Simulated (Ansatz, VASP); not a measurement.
Two plane-wave programs on C

```
C
1.0
     2.44496    0.00000    0.00000
    -1.22248    2.11740    0.00000
     0.00000    0.00000    6.65476
C
4
Direct
  0.00000 0.00000 0.00250
  0.00000 0.00000 0.50250
  0.33333 0.66667 0.00250
  0.66667 0.33333 0.50250
```

Alike in both runs: task relaxation of cell and atoms; functional LDA; k mesh 18 × 18 × 6; occupations fermi-dirac, width 0.15 eV; no spin polarisation.

|  | VASP | Ansatz |
| --- | --- | --- |
| version | VASP 6.6.1 | Ansatz 0.2.0 |
| potentials or method | VASP PAW LDA potentials, release 64 (C), cutoff 600 eV | scalar-relativistic, plane waves, PAW |
| valence electrons in the cell | 16 | 16 |

Ansatz gave:

| Quantity | Value |
| --- | --- |
| gap on the k mesh at the Fermi level, each at its own relaxed structure (eV) | none |
| relaxed volume (Å³/atom) | 8.60 |
| relaxed cell length with the largest relative difference (Å) | 6.646 |

Task: Which values does VASP return?

Result: gap on the k mesh at the Fermi level, each at its own relaxed structure (eV): none; relaxed volume (Å³/atom): 8.50; relaxed cell length with the largest relative difference (Å): 6.559.

LDA's correlation is that of Perdew and Zunger in VASP and of Perdew and Wang (1992) in Ansatz. A gap of «none» marks a metal or a gap that the smearing closes.
